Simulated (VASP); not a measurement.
PbF2, 3 atoms in the cell. The structure is trigonal, space group R-3m (No. 166). The conventional cell has a = 4.242 Å, b = 4.242 Å, c = 10.082 Å, α = 90.00°, β = 90.00°, γ = 120.00°. Within 3.3 Å of Pb (site symmetry -3m) lie 8 F at 2.52 to 2.59 Å. Within 3.3 Å of F (site symmetry 3m) lie 4 Pb at 2.52 to 2.59 Å and 6 F at 2.97 Å.  This cell differs from its parent crystal: equal xy, yz and zx shear strains of -2 %.

| Item | Value |
| --- | --- |
| Program | VASP 6.6.1 |
| Task | electric field gradients |
| Functional | LDA |
| Potentials or basis | VASP PAW LDA potentials, release 64 (Pb_d, F) |
| Cutoff | 520 eV |
| k mesh | 7 × 7 × 7 |
| Occupations | fermi-dirac, width 0.03 eV |
| Spin | no spin polarisation |
| Dipole correction | no |
| Further INCAR settings | ALGO = Normal; EDIFF = 1e-08; NBANDS = 21 |

Potentials or basis: VASP PAW LDA potentials, release 64 (Pb_d, F).

Launch:

```sh
$ cat potpaw_LDA.64/Pb_d/POTCAR potpaw_LDA.64/F/POTCAR > POTCAR
$ mpirun -np 1 vasp_std > vasp.out
```

Hardware: 1 thread of Intel(R) Xeon(R) Platinum 8259CL CPU @ 2.50GHz (Skylake/Cascade Lake), on a shared host.

Problem. How long does it take, and how much memory?

Solution. Wall time 34 s on 1 thread of Intel(R) Xeon(R) Platinum 8259CL CPU @ 2.50GHz (Skylake/Cascade Lake) (shared host), peak memory 0.18 GiB. Counts: scf iterations 15, k points 44.
